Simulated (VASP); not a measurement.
Runs of VASP 6.6.1 on Ti. The structure is that of space group Im-3m (No. 229), or close to it. The cells are those of the table. 

| cell | gap on the mesh (eV) | pressure (GPa) |
| --- | --- | --- |
| a = 2.838 Å, angles 109.7, 109.3, 109.3°, 1 atom | none | (b) |
| a = 2.828 Å, angles 110.3, 109.1, 109.1°, 1 atom | none | -1.1 |
| a = 2.847 Å, angles 109.2, 109.6, 109.6°, 1 atom | none | (a) |
| a = 2.833 Å, angles 110.0, 109.2, 109.2°, 1 atom | none | -1.6 |
| a = 2.852 Å, angles 108.9, 109.7, 109.7°, 1 atom | none | -3.6 |

Alike in all rows: task single point; level PBE; potentials or basis VASP PAW PBE potentials, release 64 (Ti_sv); no spin polarisation; k mesh 20 × 20 × 20; cutoff (eV) 520; smearing gaussian 0.15 eV.

Estimate the missing entries.

(a) -3.1; (b) -2.1.

A gap of «none» marks levels without a gap at the run's occupations.
